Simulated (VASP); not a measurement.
# CoO (Fm-3m) in VASP: a series of runs, part 3 of 3

VASP 6.6.1. The steps go on from the part before.

## 4. Single point, PBE, collinear spin, ferromagnetic start

This run uses another cell than the first one, of 9.68 Å³/atom, 1.080 times its volume.

File INCAR:

```
ALGO = Normal ; EDIFF = 1E-7
ENCUT = 520 ; GGA = PE
ISIF = 2 ; ISMEAR = 0
ISPIN = 2 ; LASPH = True
LCHARG = False ; LMAXMIX = 4
LORBIT = 11 ; LREAL = False
LWAVE = False ; MAGMOM = 2 0
NBANDS = 18 ; NELM = 150
PREC = Accurate ; SIGMA = 0.024
```

File KPOINTS:

```
k-points
0
Gamma
  11 11 11
```

File POSCAR:

```
CoO
1.0
    0.0000000000      2.1315000000      2.1315000000
    2.1315000000      0.0000000000      2.1315000000
    2.1315000000      2.1315000000      0.0000000000
Co O
1 1
Direct
    0.0000000000      0.0000000000      0.0000000000
    0.5000000000      0.5000000000      0.5000000000
```

Potentials or basis: VASP PAW PBE potentials, release 64 (Co, O).

Started as:

```sh
$ cat potpaw_PBE.64/Co/POTCAR potpaw_PBE.64/O/POTCAR > POTCAR
$ mpirun -np 1 vasp_std > vasp.out
```

OUTCAR:

```text
EDIFF = 1E-7
   ENCUT = 520
   GGA = PE
   ISIF = 2
   ISMEAR = 0
   ISPIN = 2
   LASPH = True
   LORBIT = 11
   LREAL = False
   NELM = 150
   PREC = Accurate

 ion  position               nearest neighbor table
   1  0.000  0.000  0.000-   2 2.13   2 2.13   2 2.13   2 2.13   2 2.13   2 2.13
   2  0.500  0.500  0.500-   1 2.13   1 2.13   1 2.13   1 2.13   1 2.13   1 2.13

  LATTYP: Found a face centered cubic cell.
 ALAT       =     4.2630000000

  Lattice vectors:

 A1 = (   0.0000000000,   2.1315000000,   2.1315000000)
 A2 = (   2.1315000000,   0.0000000000,   2.1315000000)
 A3 = (   2.1315000000,   2.1315000000,   0.0000000000)

Analysis of symmetry for initial positions (statically):
[... 25 lines left out ...]
The dynamic configuration has the point symmetry O_h .

Analysis of structural, dynamic, and magnetic symmetry:
=====================================================================
 Subroutine PRICEL returns:
[... 7 lines left out ...]
 out of a pool of 48 trial point group operations.

The overall configuration has the point symmetry O_h .

 Subroutine INISYM returns: Found 48 space group operations
[... 5 lines left out ...]
                                     Primitive cell

  volume of cell :      19.3681

  direct lattice vectors                    reciprocal lattice vectors
     0.000000000  2.131500000  2.131500000    -0.234576589  0.234576589  0.234576589
     2.131500000  0.000000000  2.131500000     0.234576589 -0.234576589  0.234576589
     2.131500000  2.131500000  0.000000000     0.234576589  0.234576589 -0.234576589

  length of vectors
     3.014396208  3.014396208  3.014396208     0.406298571  0.406298571  0.406298571

  position of ions in fractional coordinates (direct lattice)
     0.000000000  0.000000000  0.000000000
     0.500000000  0.500000000  0.500000000

  ion indices of the primitive-cell ions
   primitive index   ion index
                 1           1
                 2           2

----------------------------------------------------------------------------------------

[... 102 lines left out ...]
  energy-cutoff  :      520.00
  volume of cell :       19.37
 maximum number of plane-waves:       534
   NGX = 11   NGY = 11   NGZ = 11

 number of electron      15.0000007 magnetization       2.9267670

 Free energy of the ion-electron system (eV)
  ---------------------------------------------------
  ext. energy  EPLUGINS =         0.00000000
  ---------------------------------------------------
  free energy    TOTEN  =       -13.04584962 eV

  energy without entropy =      -13.04457246  energy(sigma->0) =      -13.04521104

 E-fermi :   7.8856     XC(G=0): -12.3956

 val. band max:        7.8826150347   @ k =  -0.2727   0.1818   0.0000
 cond. band min:       7.8879546756   @ k =  -0.4545   0.0909   0.0000
 fundamental gap:      0.0053396410
 Fermi energy:         7.8855958964

 spin component 1

 k-point     1 :       0.0000    0.0000    0.0000
  band No.  band energies     occupation
      1     -12.2955      1.00000
      2       4.6043      1.00000
      3       4.6043      1.00000
      4       4.7677      1.00000
      5       4.7677      1.00000
      6       4.7677      1.00000
[... 493 lines left out ...]
     17      35.6114      0.00000
     18      37.4004      0.00000

 [... further k-points ...]

 spin component 2

 k-point     1 :       0.0000    0.0000    0.0000
  band No.  band energies     occupation
      1     -11.7829      1.00000
      2       5.3400      1.00000
      3       5.3400      1.00000
      4       5.3400      1.00000
      5       6.7816      1.00000
      6       6.7816      1.00000
[... 493 lines left out ...]
     17      36.2263      0.00000
     18      37.9880      0.00000

 [... further k-points ...]
[... 5 lines left out ...]
  --------------------------------------------------------------------------------------
  -------------------------------------------------------------------------------------
  Total       -0.2902301     -0.2902301     -0.2902301     -0.0000000      0.0000000     -0.0000000
  in kB      -24.0086134    -24.0086134    -24.0086134     -0.0000000      0.0000000     -0.0000000
  external PRESSURE =     -24.0086134 kB  Pullay stress =       0.0000000 kB

 VOLUME and BASIS-vectors are now :
 -----------------------------------------------------------------------------
  energy-cutoff  :      520.00
  volume of cell :       19.37
      direct lattice vectors                 reciprocal lattice vectors
     0.000000000  2.131500000  2.131500000    -0.234576589  0.234576589  0.234576589
     2.131500000  0.000000000  2.131500000     0.234576589 -0.234576589  0.234576589
     2.131500000  2.131500000  0.000000000     0.234576589  0.234576589 -0.234576589

 POSITION                                       TOTAL-FORCE (eV/Angst)
 -----------------------------------------------------------------------------------
      0.00000      0.00000      0.00000         0.000000      0.000000      0.000000
      2.13150      2.13150      2.13150         0.000000      0.000000      0.000000
 -----------------------------------------------------------------------------------
    total drift:                                0.000000     -0.000000     -0.000000

  FREE ENERGIE OF THE ION-ELECTRON SYSTEM (eV)
  ---------------------------------------------------
  free  energy   TOTEN  =       -13.0458496195 eV

  energy  without entropy=      -13.0445724643  energy(sigma->0) =      -13.04521104

 total charge

# of ion       s       p       d       tot
------------------------------------------
    1        0.293   0.355   7.141   7.788
    2        1.556   3.423   0.000   4.979
--------------------------------------------------
tot          1.849   3.777   7.141  12.767

 magnetization (x)

# of ion       s       p       d       tot
------------------------------------------
    1        0.021   0.018   2.532   2.570
    2        0.029   0.277   0.000   0.306
--------------------------------------------------
tot          0.049   0.294   2.532   2.876
```

stdout:

```text
POSCAR found type information on POSCAR CoO
 POSCAR found :  2 types and       2 ions
 scaLAPACK will be used
 LDA part: xc-table for (Slater+PW92), standard interpolation
 POSCAR, INCAR and KPOINTS ok, starting setup
 FFT: planning ... GRIDC
 FFT: planning ... GRID_SOFT
 FFT: planning ... GRID
 WAVECAR not read
 entering main loop
```

Run time: 77 s. Hardware: 1 thread of Intel Xeon 8259CL, shared host; peak memory 0.17 GiB.

What came out:

```
Free energy                                           : -13.0458 eV
Pressure                                              : -2.4 GPa
Net moment                                            : 2.93 μB per cell
Site moments                                          : Co +2.57; O +0.31 μB
Valence electrons inside the program's atomic spheres : Co 7.79; O 4.98
```

Caveat: a cell with one magnetic atom can't hold antiferromagnetic order, which such compounds often take; semilocal functionals often make such compounds metallic where correlation or magnetic order opens a gap, which also shifts bond lengths. With open d or f shells a metallic result of PBE can be an artefact of self-interaction; +U or a hybrid may open a gap.

## 5. Summary

| level | cell | smearing | gap on the mesh (eV) | pressure (GPa) | moment (μB) |
| --- | --- | --- | --- | --- | --- |
| PBEsol+D4 | a = 2.938 Å, angles 60.0°, 2 atoms | fermi-dirac 0.05 eV | none | -0.8 | 2.71 |
| PBEsol | a = 2.950 Å, angles 60.0°, 2 atoms | fermi-dirac 0.05 eV | none | -0.9 | 2.77 |
| PBE | a = 3.014 Å, angles 60.0°, 2 atoms | gaussian 0.024 eV | none | -2.4 | 2.93 |

Alike in all rows: task single point; potentials or basis VASP PAW PBE potentials, release 64 (Co, O); spin collinear, ferromagnetic start; k mesh 11 × 11 × 11; cutoff (eV) 520.

Caveats: a cell with one magnetic atom can't hold antiferromagnetic order, which such compounds often take; semilocal functionals often make such compounds metallic where correlation or magnetic order opens a gap, which also shifts bond lengths; the PAW data sets were made with another functional, which shifts forces and pressure a little (some runs); pairwise dispersion overbinds metals, which lowers pressure and volume (some runs).

Absolute energies hang on the potentials; compare differences alone.
